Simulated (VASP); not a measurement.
Write the native input for VASP 6.6.1 that does the following.

* Task: single point
* Functional: LDA
* Potentials or basis: VASP PAW LDA potentials, release 64 (Te, Mo_sv)
* Cutoff: 520 eV
* k mesh: 9 × 9 × 1
* Occupations: fermi-dirac, width 0.05 eV
* Spin: no spin polarisation
* Dipole correction: no
* Further INCAR settings: ALGO = Normal; EDIFF = 1e-06; NBANDS = 64

The structure of Te2Mo lies in POSCAR:

```
Te2Mo
1.0
    3.5613831954      0.0000000000      0.0000000000
   -1.7806915977      3.0842483198      0.0000000000
    0.0000000000      0.0000000000     38.9902681400
Te Mo
8 4
Direct
    0.3333333333      0.6666666667      0.3282231700
    0.3333333333      0.6666666667      0.9518180900
    0.6666666667      0.3333333333      0.1400809200
    0.6666666667      0.3333333333      0.7636306700
    0.6666666667      0.3333333333      0.0481819100
    0.6666666667      0.3333333333      0.6717768300
    0.3333333333      0.6666666667      0.2363693300
    0.3333333333      0.6666666667      0.8599190800
    0.6666666667      0.3333333333      0.2823380000
    0.6666666667      0.3333333333      0.9058588400
    0.3333333333      0.6666666667      0.0941411600
    0.3333333333      0.6666666667      0.7176620000
```

These files were run (other wordings do the same):

INCAR

```
PREC = Accurate
ENCUT = 520
EDIFF = 1E-6
ISMEAR = -1
SIGMA = 0.05
LREAL = False
LASPH = True
NELM = 60
ALGO = Normal
ISIF = 2
LWAVE = False
LCHARG = True
GGA = CA
LELF = True
LVHAR = True
NBANDS = 64
```

KPOINTS

```
Automatic mesh
0
Gamma
  9 9 1
```

Potentials or basis: VASP PAW LDA potentials, release 64 (Te, Mo_sv).

The run is started by

```console
$ cat potpaw_LDA.64/Te/POTCAR potpaw_LDA.64/Mo_sv/POTCAR > POTCAR
$ mpirun -np 1 vasp_std > vasp.out
```

It gave:

- Largest force: 0.371 eV/Å
- Band gap on the k mesh: 0.96 eV (least direct gap 0.99 eV)

Caveat: there is no dipole correction, which matters where the two faces differ; spin-orbit coupling is left out, which moves the levels of the heavy elements.

Run time: 6.9 min on 1 thread of AMD EPYC 9R45 96-Core Processor (Zen 5), on a shared host, peak memory 0.51 GiB.
